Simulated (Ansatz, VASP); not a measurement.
**One calculation of Zr6H, two programs**

Contents of INCAR:

```
  ALGO = Normal
  EDIFF = 1E-6
  ENCUT = 520
  GGA = PE
  ISIF = 2
  ISMEAR = 0
  LASPH = True
  LCHARG = False
  LREAL = False
  LWAVE = False
  NBANDS = 46
  NELM = 100
  PREC = Accurate
  SIGMA = 0.1
```

Contents of KPOINTS:

```
k-points
0
Gamma
  4 4 4
```

File POSCAR:

```
Zr6H
1.0
   -2.7206090675      4.1641446273      3.1072460032
    2.7206090675     -4.1641446273      3.1072460032
    2.7206090675      4.1641446273     -3.1072460032
Zr H
6 1
Direct
    0.2500000000      0.2500000000      0.0000000000
    0.7500000000      0.7500000000      0.0000000000
    0.3230926161      0.0772598066      0.4003524227
    0.8230926161      0.4227401934      0.2458328095
    0.6769073839      0.9227401934      0.5996475773
    0.1769073839      0.5772598066      0.7541671905
    0.9583333333      0.7500000000      0.7083333333
```

Input for Ansatz:

```yaml
crystal:
  lattice:
    - [-2.7206090675, 4.1641446273, 3.1072460032]
    - [2.7206090675, -4.1641446273, 3.1072460032]
    - [2.7206090675, 4.1641446273, -3.1072460032]
  atoms:
    - { symbol: Zr, position: [0.25, 0.25, 0.0] }
    - { symbol: Zr, position: [0.75, 0.75, 0.0] }
    - { symbol: Zr, position: [0.3230926161, 0.0772598066, 0.4003524227] }
    - { symbol: Zr, position: [0.8230926161, 0.4227401934, 0.2458328095] }
    - { symbol: Zr, position: [0.6769073839, 0.9227401934, 0.5996475773] }
    - { symbol: Zr, position: [0.1769073839, 0.5772598066, 0.7541671905] }
    - { symbol: H, position: [0.9583333333, 0.75, 0.7083333333] }
basis:
  ecutwfc: 420
kpoints:
  mp_grid: { grid: [4, 4, 4] }
hamiltonian:
  xc: pbe
scf:
  occupations: { method: gaussian, width: 0.1 }
output:
  forces: true
  stress: true
  eigenvalues: true
```

Alike in both runs: task single point; functional PBE; k mesh 4 × 4 × 4; occupations gaussian, width 0.1 eV; no spin polarisation.

|  | VASP | Ansatz |
| --- | --- | --- |
| version | VASP 6.6.1 | Ansatz 0.2.0 |
| potentials or method | VASP PAW PBE potentials, release 64 (Zr_sv, H), cutoff 520 eV | scalar-relativistic, plane waves, PAW |
| valence electrons in the cell | 73 | 73 |

Ansatz gave:

| Quantity | Value |
| --- | --- |
| gap on the k mesh at the Fermi level (eV) | none |
| pressure (GPa) | 1.7 |
| traceless stress, the component that is largest in VASP (GPa) | -0.39 |
| rms of the force components (eV/Å) | 0.230 |

Problem. Estimate VASP's values.

Solution. gap on the k mesh at the Fermi level (eV): none; pressure (GPa): 1.8; traceless stress, the component that is largest in VASP (GPa): -0.41; rms of the force components (eV/Å): 0.232.

Atom by atom the forces differ by 0.002 eV/Å (rms over components). A gap of «none» marks a metal or a gap that the smearing closes. With one functional, cell and mesh, what is left measures potentials, basis and numerics.

The k mesh is coarse, so the values compare programs but aren't converged.
